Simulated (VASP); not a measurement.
A run of VASP 6.6.1 is set up as follows.

The input INCAR:

```
  ALGO = Normal
  EDIFF = 1E-7
  ENCUT = 520
  GGA = PE
  ISIF = 2
  ISMEAR = -1
  LASPH = True
  LCHARG = False
  LREAL = False
  LWAVE = False
  NBANDS = 46
  NELM = 60
  PREC = Accurate
  SIGMA = 0.02
```

File KPOINTS:

```
k-points
0
Gamma
  8 8 8
```

POSCAR

```
Ga4SbP3
1.0
    2.0086036021      1.1596678304     13.1641653103
   -2.0086036021      1.1596678304     13.1641653103
    0.0000000000     -2.3193356608     13.1641653103
P Sb Ga
3 1 4
Direct
    0.0038438777      0.0038438777      0.0038438777
    0.7500209462      0.7500209462      0.7500209462
    0.4962003925      0.4962003925      0.4962003925
    0.2493909306      0.2493909306      0.2493909306
    0.6894626259      0.6894626259      0.6894626259
    0.4355788816      0.4355788816      0.4355788816
    0.1816114603      0.1816114603      0.1816114603
    0.9438908853      0.9438908853      0.9438908853
```

Potentials or basis: VASP PAW PBE potentials, release 64 (P, Sb, Ga_d).

Command:

```console
$ cat potpaw_PBE.64/P/POTCAR potpaw_PBE.64/Sb/POTCAR potpaw_PBE.64/Ga_d/POTCAR > POTCAR
$ mpirun -np 1 vasp_std > vasp.out
```

Predict the band gap on the k mesh.

zero (bands 36 and 37 overlap by 0.02 eV).

Predict the pressure.

0.0 GPa.

What does it give for the largest force?

0.014 eV/Å.

Forces on the atoms (eV/Å):
```
P    0.000  0.000 -0.003
P    0.000  0.000 -0.001
P    0.000  0.000 -0.003
Sb   0.000  0.000 -0.001
Ga   0.000  0.000  0.002
Ga   0.000  0.000  0.001
Ga   0.000  0.000 -0.009
Ga   0.000  0.000  0.014
```

Caveat: semilocal functionals underestimate gaps, and a narrow one can read as zero; spin-orbit coupling is left out, which moves the levels of the heavy elements.
